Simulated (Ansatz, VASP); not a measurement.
**Nb in VASP and in Ansatz**

Contents of INCAR:

```
SYSTEM = Nb
ALGO = Fast ; EDIFF = 1E-7
ENCUT = 520 ; GGA = VW
ISIF = 2 ; ISMEAR = -1
LASPH = .True. ; LCHARG = .False.
LREAL = .False. ; LWAVE = .False.
NBANDS = 12 ; NELM = 60
PREC = Accurate ; SIGMA = 0.15
```

The input KPOINTS:

```
k-points
0
Gamma
  11 11 11
  0 0 0
```

Contents of POSCAR:

```
Nb
1.0
    0.0000000000      2.0570253675      2.0570253675
    2.0570253675      0.0000000000      2.0570253675
    2.0570253675      2.0570253675      0.0000000000
Nb
1
Direct
    0.0000000000      0.0000000000      0.0000000000
```

input.yaml

```yaml
crystal:
  lattice:
    - [0.0, 2.0570253675, 2.0570253675]
    - [2.0570253675, 0.0, 2.0570253675]
    - [2.0570253675, 2.0570253675, 0.0]
  atoms:
    - { symbol: Nb, position: [0.0, 0.0, 0.0] }
hamiltonian:
  xc: { exchange: slater, correlation: vwn5 }
  pseudopotentials: { kind: paw, xc_functional: lda, accuracy: standard }
kpoints:
  mp_grid: { grid: [11, 11, 11] }
scf:
  occupations: { method: fermi_dirac, width: 0.15 }
output:
  forces: true
  stress: true
  eigenvalues: true
  write_density: true
  write_potential: true
  elf: true
  volumetric_format: npy
```

Change from the starting cell: volume scaled by 0.92.

Alike in both runs: functional SVWN5; k mesh 11 × 11 × 11; occupations fermi-dirac, width 0.15 eV; no spin polarisation.

|  | VASP | Ansatz |
| --- | --- | --- |
| version | VASP 6.6.1 | Ansatz 0.2.0 |
| potentials or method | VASP PAW PBE potentials, release 64 (Nb_sv) | JTH PAW LDA |
| plane-wave cutoff (eV) | 520 | 1170 |
| valence electrons in the cell | 13 | 13 |
| task | single point | electron localisation function |

```tsv
	VASP	Ansatz	Ansatz less VASP
gap on the k mesh at the Fermi level (eV)	none	none	-
pressure (GPa)	3.0	3.1	+0.09
```

VASP's potentials were made for PBE, not for SVWN5. A gap of «none» marks a metal or a gap that the smearing closes.
